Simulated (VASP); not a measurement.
Write the native input for VASP 6.6.1 that does the following.

```yaml
Task: single point
Functional: PBE
Potentials_or_basis: VASP PAW PBE potentials, release 64 (Si, W_sv)
Cutoff: 520 eV
k_mesh: 14 × 14 × 14
Occupations: gaussian, width 0.15 eV
Spin: no spin polarisation
Dipole_correction: no
Further_INCAR_settings: ALGO = Fast; EDIFF = 1e-06; NBANDS = 31
```

The structure of SiW3 lies in POSCAR:

```
SiW3
1.0
   -2.6037661908      2.6037661908      2.5386720360
    2.6037661908     -2.6037661908      2.5386720360
    2.6037661908      2.6037661908     -2.5386720360
Si W
1 3
Direct
    0.0000000000      0.0000000000      0.0000000000
    0.5000000000      0.5000000000      0.0000000000
    0.5000000000      0.0000000000      0.5000000000
    0.0000000000      0.5000000000      0.5000000000
```

This cell differs from its parent crystal: strain +0.000 along x and y, -0.025 along z.

One way to write it, as run:

INCAR

```
SYSTEM = SiW3
ALGO = Fast ; EDIFF = 1E-6
ENCUT = 520 ; GGA = PE
ISIF = 2 ; ISMEAR = 0
LASPH = .True. ; LCHARG = .False.
LREAL = .False. ; LWAVE = .False.
NBANDS = 31 ; NELM = 60
PREC = Accurate ; SIGMA = 0.15
```

KPOINTS

```
k-points
0
Gamma
  14 14 14
  0 0 0
```

Potentials or basis: VASP PAW PBE potentials, release 64 (Si, W_sv).

The run is started by

```sh
$ cat potpaw_PBE.64/Si/POTCAR potpaw_PBE.64/W_sv/POTCAR > POTCAR
$ mpirun -np 1 vasp_std > vasp.out
```

Results of the run:

* Pressure: 5.8 GPa
* Band gap on the k mesh: zero (bands 23 and 24 overlap by 1.73 eV)

Caveat: the cell differs from its parent crystal (strain +0.000 along x and y, -0.025 along z); the cell stands under pressure; spin-orbit coupling is left out, which moves the levels of the heavy elements.

Wall time 4.6 min on 1 thread of Intel(R) Xeon(R) 6975P-C (Granite Rapids) (shared host), peak memory 0.51 GiB.
